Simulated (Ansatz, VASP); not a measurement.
# One calculation of RuSe, two programs

```
Ru Se
1.0
     0.00000    2.70061    2.70061
     2.70061    0.00000    2.70061
     2.70061    2.70061    0.00000
Ru Se
1 1
Direct
  0.00000 0.00000 0.00000
  0.25000 0.25000 0.25000
```

Alike in both runs: task single point; functional PBE; k mesh 10 × 10 × 10; occupations gaussian, width 0.05 eV; no spin polarisation.

|  | VASP | Ansatz |
| --- | --- | --- |
| version | VASP 6.6.1 | Ansatz 0.2.0 |
| potentials or method | VASP PAW PBE potentials, release 64 (Ru_pv, Se), cutoff 520 eV | scalar-relativistic, plane waves, PAW |
| valence electrons in the cell | 20 | 32 |

|  | VASP | Ansatz | Ansatz less VASP |
| --- | --- | --- | --- |
| gap on the k mesh at the Fermi level (eV) | none | none | - |
| pressure (GPa) | 7.8 | 7.7 | -0.16 |

A gap of «none» marks a metal or a gap that the smearing closes. VASP's potentials hold 20 valence electrons a cell and Ansatz's 32, so a difference there can come from the potentials and not from the codes.
